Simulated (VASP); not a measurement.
A run of VASP 6.6.1 is set up as follows.

Contents of INCAR:

```
PREC = Accurate
ENCUT = 520
EDIFF = 1E-6
ISMEAR = 0
SIGMA = 0.05
LREAL = F
LASPH = T
NELM = 150
ALGO = Fast
ISIF = 2
LWAVE = F
LCHARG = F
ISPIN = 2
MAGMOM = 1.17 -1.17
LORBIT = 11
LMAXMIX = 4
GGA = PE
NBANDS = 23
```

The input KPOINTS:

```
Automatic mesh
0
Gamma
  20 20 10
```

POSCAR

```
Cr
1.0
    0.0000000000      2.8667078999      0.0000000000
    2.8667078999      0.0000000000      0.0000000000
    2.8667078999      2.8667078999     -2.8667078999
Cr
2
Direct
    0.0000000000      0.0000000000      0.0000000000
    0.0000000000      0.0000000000      0.5000000000
```

Potentials or basis: VASP PAW PBE potentials, release 64 (Cr_pv).

Launch:

```sh
$ cat potpaw_PBE.64/Cr_pv/POTCAR > POTCAR
$ mpirun -np 1 vasp_std > vasp.out
```

Question: Estimate the pressure.

Answer: -0.1 GPa.

Question: Estimate the band gap on the k mesh.

Answer: Zero (filled and empty bands overlap).

Question: Estimate the site moments.

Answer: Cr +1.13, -1.13 μB.

Question: What does it give for the net moment?

Answer: 0.00 μB per cell.
